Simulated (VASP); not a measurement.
Runs of VASP 6.6.1 on Co. The structure is that of space group P6/mmm (No. 191), or close to it. The cells are those of the table. 

```tsv
cell	k mesh	gap on the mesh (eV)	moment (μB)
a = 2.351, b = 2.351, c = 23.800 Å, angles 90.0, 90.0, 120.0°, 1 atom	24 × 24 × 1	none	1.78
a = 2.296, b = 2.296, c = 14.000 Å, angles 90.0, 90.0, 120.0°, 1 atom	12 × 12 × 1	none	(a)
a = 2.351, b = 2.351, c = 23.800 Å, angles 90.0, 90.0, 120.0°, 1 atom	12 × 12 × 1	none	1.85
a = 2.347, b = 2.347, c = 23.800 Å, angles 90.0, 90.0, 120.0°, 1 atom	24 × 24 × 1	none	1.78
```

Alike in all rows: task single point; level PBE; potentials or basis VASP PAW PBE potentials, release 64 (Co); spin collinear, ferromagnetic start; cutoff (eV) 520; smearing gaussian 0.1 eV.

Problem. Fill in the values left out.

Solution. (a) 1.82.

A gap of «none» marks levels without a gap at the run's occupations.
